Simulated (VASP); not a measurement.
# B3As (I4/mmm) in VASP: single point with r2SCAN

Aim: the single point of B3As with r2SCAN.

All numbers are computed with VASP 6.6.1; they aren't measurements. Logs are shortened: lines on timing, memory, paths and dates and some standing lists are left out, and cuts for length are marked.

## (1) The cell of the first run

Symmetry: I4/mmm, No. 139, tetragonal system. Conventional cell: a = 2.921 Å, b = 2.921 Å, c = 10.308 Å, α = 90.00°, β = 90.00°, γ = 90.00°. B (site symmetry 4/mmm) has 4 As at 2.07 Å within 2.7 Å. B (site symmetry -4m2) has 4 B at 2.07 Å within 2.7 Å. As (site symmetry 4/mmm) has 4 B at 2.07 Å within 2.7 Å.

## (2) Single point, r2SCAN

The input, POSCAR:

```
B3As
1.0
   -1.4603713945      1.4603713945      5.1540627365
    1.4603713945     -1.4603713945      5.1540627365
    1.4603713945      1.4603713945     -5.1540627365
B As
3 1
Direct
    0.5000000000      0.5000000000      0.0000000000
    0.2500000000      0.7500000000      0.5000000000
    0.7500000000      0.2500000000      0.5000000000
    0.0000000000      0.0000000000      0.0000000000
```

The input, INCAR.step1:

```
SYSTEM = B3As
PREC     = Accurate       ! precision mode
ENCUT    = 520            ! plane-wave cutoff, eV
ISMEAR   = 0              ! smearing method
SIGMA    = 0.1            ! smearing width, eV
LREAL    = .FALSE.        ! projectors in reciprocal space
LASPH    = .TRUE.         ! aspherical terms in the spheres
NELM     = 80             ! most SCF steps
NBANDS   = 15             ! bands
GGA      = PE             ! functional
ALGO     = Normal         ! electronic algorithm
EDIFF    = 1E-4           ! SCF threshold, eV
LWAVE    = .TRUE.         ! write WAVECAR
LCHARG   = .FALSE.        ! write CHGCAR
```

The input, INCAR.step2:

```
SYSTEM = B3As
PREC     = Accurate       ! precision mode
ENCUT    = 520            ! plane-wave cutoff, eV
EDIFF    = 1E-6           ! SCF threshold, eV
ISMEAR   = 0              ! smearing method
SIGMA    = 0.1            ! smearing width, eV
LREAL    = .FALSE.        ! projectors in reciprocal space
LASPH    = .TRUE.         ! aspherical terms in the spheres
NELM     = 80             ! most SCF steps
ALGO     = Normal         ! electronic algorithm
ISIF     = 2              ! what is computed and relaxed
LWAVE    = .FALSE.        ! write WAVECAR
LCHARG   = .TRUE.         ! write CHGCAR
METAGGA  = R2SCAN         ! meta-GGA
LMIXTAU  = .TRUE.       
LELF     = .TRUE.         ! ELF
LVHAR    = .TRUE.       
NBANDS   = 15             ! bands
ISTART   = 1
```

The input, KPOINTS:

```
Automatic mesh
0
G
  22 22 22
  0 0 0
```

Potentials or basis: VASP PAW PBE potentials, release 64 (B, As).

Launch:

```console
> cat potpaw_PBE.64/B/POTCAR potpaw_PBE.64/As/POTCAR > POTCAR
> cp INCAR.step1 INCAR
> mpirun -np 1 vasp_std > vasp.out
> cp INCAR.step2 INCAR
> mpirun -np 1 vasp_std > vasp.out
```

OUTCAR:

```text
SYSTEM = B3As
   PREC = Accurate
   ENCUT = 520
   EDIFF = 1E-6
   ISMEAR = 0
   LREAL = .FALSE.
   LASPH = .TRUE.
   NELM = 80
   ISIF = 2
   METAGGA = R2SCAN
   ISTART = 1

 ion  position               nearest neighbor table
   1  0.500  0.500  0.000-   4 2.07   4 2.07   4 2.07   4 2.07
   2  0.250  0.750  0.500-   3 2.07   3 2.07   3 2.07   3 2.07
   3  0.750  0.250  0.500-   2 2.07   2 2.07   2 2.07   2 2.07
   4  0.000  0.000  0.000-   1 2.07   1 2.07   1 2.07   1 2.07

  LATTYP: Found a body centered tetragonal cell.
 ALAT       =     2.9207427890
 C/A-ratio  =     3.5292821784

  Lattice vectors:

 A1 = (  -1.4603713945,   1.4603713945,   5.1540627365)
 A2 = (   1.4603713945,  -1.4603713945,   5.1540627365)
 A3 = (   1.4603713945,   1.4603713945,  -5.1540627365)

Analysis of symmetry for initial positions (statically):
=====================================================================
 Subroutine PRICEL returns:
 Original cell was already a primitive cell.

 Routine SETGRP: Setting up the symmetry group for a
 body centered tetragonal supercell.

 Subroutine GETGRP returns: Found 16 space group operations
 (whereof 16 operations were pure point group operations)
 out of a pool of 16 trial point group operations.

The static configuration has the point symmetry D_4h.

Analysis of symmetry for dynamics (positions and initial velocities):
=====================================================================
 Subroutine PRICEL returns:
 Original cell was already a primitive cell.

 Routine SETGRP: Setting up the symmetry group for a
 body centered tetragonal supercell.

 Subroutine GETGRP returns: Found 16 space group operations
 (whereof 16 operations were pure point group operations)
 out of a pool of 16 trial point group operations.

The dynamic configuration has the point symmetry D_4h.

 Subroutine INISYM returns: Found 16 space group operations
 (whereof 16 operations are pure point group operations),
 and found     1 'primitive' translations

----------------------------------------------------------------------------------------

                                     Primitive cell

  volume of cell :      43.9680

  direct lattice vectors                    reciprocal lattice vectors
    -1.460371395  1.460371395  5.154062737     0.000000000  0.342378659  0.097010849
     1.460371395 -1.460371395  5.154062737     0.342378659  0.000000000  0.097010849
     1.460371395  1.460371395 -5.154062737     0.342378659  0.342378659  0.000000000

  length of vectors
     5.552452783  5.552452783  5.552452783     0.355857065  0.355857065  0.484196543

  position of ions in fractional coordinates (direct lattice)
     0.500000000  0.500000000  0.000000000
     0.250000000  0.750000000  0.500000000
     0.750000000  0.250000000  0.500000000
     0.000000000  0.000000000  0.000000000

  ion indices of the primitive-cell ions
   primitive index   ion index
                 1           1
                 2           2
                 3           3
                 4           4

----------------------------------------------------------------------------------------

 KPOINTS: Automatic mesh

Automatic generation of k-mesh.
 Grid dimensions read from file:
 generate k-points for:   22   22   22

 Generating k-lattice:

  Cartesian coordinates                     Fractional coordinates (reciprocal lattice)
     0.000000000  0.015562666  0.004409584     0.045454545 -0.000000000  0.000000000
     0.015562666  0.000000000  0.004409584    -0.000000000  0.045454545  0.000000000
     0.015562666  0.015562666  0.000000000     0.000000000  0.000000000  0.045454545

  Length of vectors
     0.016175321  0.016175321  0.022008934

  Shift w.r.t. Gamma in fractional coordinates (k-lattice)
     0.000000000  0.000000000  0.000000000

 Subroutine IBZKPT returns following result:
 ===========================================

 Found    834 irreducible k-points:

 Following reciprocal coordinates:
            Coordinates               Weight
  0.000000  0.000000  0.000000      1.000000
  0.045455  0.000000  0.000000      8.000000
  0.090909  0.000000  0.000000      8.000000
  0.136364  0.000000  0.000000      8.000000
  0.181818  0.000000 -0.000000      8.000000
  0.227273  0.000000  0.000000      8.000000
[... 16 lines left out ...]
  0.500000  0.045455  0.000000     16.000000
 -0.454545  0.045455  0.000000     16.000000
 [... further k-points ...]
   k-points           NKPTS =    834   k-points in BZ     NKDIM =    834   number of bands    NBANDS=     15
   number of dos      NEDOS =    301   number of ions     NIONS =      4
   total plane-waves  NPLWV =  74088
   dimension x,y,z NGX =    42 NGY =   42 NGZ =   42
   dimension x,y,z NGXF=    84 NGYF=   84 NGZF=   84
   ions per type =               3   1
   NGX,Y,Z   is equivalent  to a cutoff of  12.58, 12.58, 12.58 a.u.
   NGXF,Y,Z  is equivalent  to a cutoff of  25.15, 25.15, 25.15 a.u.
 SYSTEM =  B3As
   PREC   = accura    normal or accurate (medium, high low for compatibility)
   ISTART =      1    job   : 0-new  1-cont  2-samecut
   ICHARG =      0    charge: 1-file 2-atom 10-const
   ISPIN  =      1    spin polarized calculation?
   LNONCOLLINEAR =      F non collinear calculations
   LSORBIT =      F    spin-orbit coupling
   LASPH  =      T    aspherical Exc in radial PAW
   ENCUT  =  520.0 eV  38.22 Ry    6.18 a.u.  10.32 10.32 10.32*2*pi/ulx,y,z
   NELM   =     80;   NELMIN=  2; NELMDL=  0     # of ELM steps
   EDIFF  = 0.1E-05   stopping-criterion for ELM
   LREAL  =      F    real-space projection
   EDIFFG = 0.1E-04   stopping-criterion for IOM
   NSW    =      0    number of steps for IOM
   IBRION =     -1    ionic relax: 0-MD 1-quasi-New 2-CG
   NFREE  =      0    steps in history (QN), initial steepest desc. (CG)
   ISIF   =      2    stress and relaxation
   ISYM   =      2    0-nonsym 1-usesym 2-fastsym
   POTIM  = 0.5000    time-step for ionic-motion
   TEBEG  =    0.0;   TEEND  =   0.0 temperature during run
   PSTRESS=    0.0 pullay stress
   NELECT =      14.0000    total number of electrons
   NUPDOWN=      -1.0000    fix difference up-down
   EMIN   =  10.00;   EMAX   =-10.00  energy-range for DOS
   EFERMI =   0.00;   METHOD = LEGACY
   ISMEAR =     0;   SIGMA  =   0.10  broadening in eV -4-tet -1-fermi 0-gaus
   EFERMI_NEDOS =   21; number of points for ismear=-14 and -15
   IALGO  =     38    algorithm
   IMIX   =      4    mixing-type and parameters
     AMIX     =   0.40;   BMIX     =  1.00
     AMIX_MAG =   1.60;   BMIX_MAG =  1.00
  volume/ion in A,a.u.               =      10.99        74.18
  Fermi-wavevector in a.u.,A,eV,Ry     =   1.117906  2.112537 17.003398  1.249714
  Thomas-Fermi vector in A             =   2.254533
   LORBIT       =      0    0 simple, 1 ext, 2 COOP (PROOUT), +10 PAW based schemes
   METAGGA = R2SCAN    functional components
   LHFCALC =     F    Hartree Fock is set to
   AEXX    =    0.0000 exact exchange contribution
   IVDW    =     0    specifies the selected vdW correction
   LEPSILON=     F    determine dielectric tensor
   LRPA    =     F    only Hartree local field effects (RPA)
 non-spin polarized calculation
 Gauss-broadening in eV      SIGMA  =   0.10
  energy-cutoff  :      520.00
  volume of cell :       43.97
 maximum number of plane-waves:      1207
 NGX is ok and might be reduce to    42
   NGX = 21   NGY = 21   NGZ = 21

 number of electron      14.0000000 magnetization

 Free energy of the ion-electron system (eV)
  ---------------------------------------------------
  ext. energy  EPLUGINS =         0.00000000
  ---------------------------------------------------
  free energy    TOTEN  =       -29.67461504 eV

  energy without entropy =      -29.66757781  energy(sigma->0) =      -29.67109643

 E-fermi :   5.9495     XC(G=0): -11.7644

 val. band max:        5.9488788192   @ k =   0.4545   0.1364   0.0909
 cond. band min:       5.9499176358   @ k =  -0.2727  -0.2727   0.2273
 fundamental gap:      0.0010388166
 Fermi energy:         5.9494617419

 k-point     1 :       0.0000    0.0000    0.0000
  band No.  band energies     occupation
      1     -10.7571      2.00000
      2      -5.0460      2.00000
      3      -1.7335      2.00000
      4       3.7088      2.00000
      5       3.7088      2.00000
      6       5.8223      1.92778
      7       5.8223      1.92778
      8       8.9183      0.00000
      9       9.2720      0.00000
     10      11.0102      0.00000
     11      11.2460      0.00000
     12      12.3101      0.00000
     13      15.5906      0.00000
     14      17.1071      0.00000
     15      18.3011      0.00000

 k-point     2 :       0.0455    0.0000    0.0000
  band No.  band energies     occupation
      1     -10.7222      2.00000
      2      -5.0274      2.00000
      3      -1.6783      2.00000
      4       3.4237      2.00000
      5       3.7477      2.00000
      6       5.6016      2.00000
      7       5.8602      1.79333
      8       8.9229      0.00000
      9       9.4216      0.00000
     10      11.1220      0.00000
     11      11.3769      0.00000
     12      12.3353      0.00000
     13      15.5578      0.00000
     14      17.1353      0.00000
     15      18.0628      0.00000

 k-point     3 :       0.0909    0.0000    0.0000
  band No.  band energies     occupation
      1     -10.6178      2.00000
      2      -4.9705      2.00000
      3      -1.5140      2.00000
      4       2.6971      2.00000
      5       3.8641      2.00000
      6       5.0248      2.00000
      7       5.9736      0.73320
      8       8.9382      0.00000
      9       9.7217      0.00000
     10      11.4368      0.00000
     11      11.6644      0.00000
     12      12.3627      0.00000
     13      15.5215      0.00000
     14      17.2130      0.00000
     15      17.4075      0.00000
[... 343 lines left out ...]
 k-point    23 :       0.5000    0.0455    0.0000
  band No.  band energies     occupation
      1      -7.4366      2.00000
      2      -5.1053      2.00000
      3      -2.1325      2.00000
      4      -1.9546      2.00000
      5       3.8393      2.00000
      6       4.6170      2.00000
      7       7.5141      0.00000
      8       8.3203      0.00000
      9       9.9081      0.00000
     10       9.9302      0.00000
     11      10.1781      0.00000
     12      10.4478      0.00000
     13      12.7209      0.00000
     14      14.0979      0.00000
     15      15.0565      0.00000

 k-point    24 :      -0.4545    0.0455    0.0000
  band No.  band energies     occupation
      1      -7.6486      2.00000
      2      -4.8329      2.00000
      3      -2.4995      2.00000
      4      -1.5097      2.00000
      5       3.0325      2.00000
      6       5.4942      2.00000
      7       7.0883      0.00000
      8       8.7621      0.00000
      9       9.3066      0.00000
     10      10.0883      0.00000
     11      10.3247      0.00000
     12      10.8792      0.00000
     13      12.6115      0.00000
     14      14.1971      0.00000
     15      14.8571      0.00000

 [... further k-points ...]

------------------------ aborting loop because EDIFF is reached ----------------------------------------

  FORCE on cell =-STRESS in cart. coord.  units (eV):
  Direction    XX          YY          ZZ          XY          YZ          ZX
  --------------------------------------------------------------------------------------
  -------------------------------------------------------------------------------------
  Total        0.0771059      0.0771059      0.0029259      0.0000000     -0.0000000      0.0000000
  in kB        2.8097140      2.8097140      0.1066196      0.0000000     -0.0000000      0.0000000
  external PRESSURE =       1.9086826 kB  Pullay stress =       0.0000000 kB

 VOLUME and BASIS-vectors are now :
 -----------------------------------------------------------------------------
  energy-cutoff  :      520.00
  volume of cell :       43.97
      direct lattice vectors                 reciprocal lattice vectors
    -1.460371395  1.460371395  5.154062737     0.000000000  0.342378659  0.097010849
     1.460371395 -1.460371395  5.154062737     0.342378659  0.000000000  0.097010849
     1.460371395  1.460371395 -5.154062737     0.342378659  0.342378659  0.000000000

 POSITION                                       TOTAL-FORCE (eV/Angst)
 -----------------------------------------------------------------------------------
      0.00000      0.00000      5.15406        -0.000000      0.000000      0.000000
      1.46037      0.00000      2.57703         0.000000     -0.000000      0.000000
      0.00000      1.46037      2.57703        -0.000000      0.000000     -0.000000
      0.00000      0.00000      0.00000        -0.000000      0.000000      0.000000
 -----------------------------------------------------------------------------------
    total drift:                               -0.000000     -0.000000      0.000000

  FREE ENERGIE OF THE ION-ELECTRON SYSTEM (eV)
  ---------------------------------------------------
  free  energy   TOTEN  =       -29.6746150428 eV

  energy  without entropy=      -29.6675778089  energy(sigma->0) =      -29.67109643
```

It took 43 min on 1 thread of Intel Xeon 6975P-C (Granite Rapids), shared host; peak memory 0.68 GiB.

Results:

```yaml
Free_energy: -29.6746 eV
Pressure: 0.2 GPa
Band_gap_on_the_k_mesh: zero (bands 7 and 8 overlap by 5.68 eV)
```

Levels at points of the mesh, in eV from the Fermi level:
```csv
k point,band 3,band 4,band 5,band 6,band 7,band 8,band 9,band 10,band 11,band 12
"(0.00, 0.00, 0.00)",-7.68,-2.24,-2.24,-0.13,-0.13,2.97,3.32,5.06,5.30,6.36
"(0.50, 0.00, 0.00)",-8.04,-8.01,-2.08,-1.44,1.80,2.94,4.12,4.24,4.35,4.56
"(0.50, 0.50, 0.00)",-8.17,-5.96,-5.51,-3.96,-3.92,-3.02,0.49,1.19,2.62,3.24
"(0.50, 0.50, 0.50)",-3.35,-2.48,-2.48,-2.25,0.33,0.33,3.12,4.34,7.00,7.16
```

Caveat: the PAW data sets were made with another functional, which shifts forces and pressure a little.
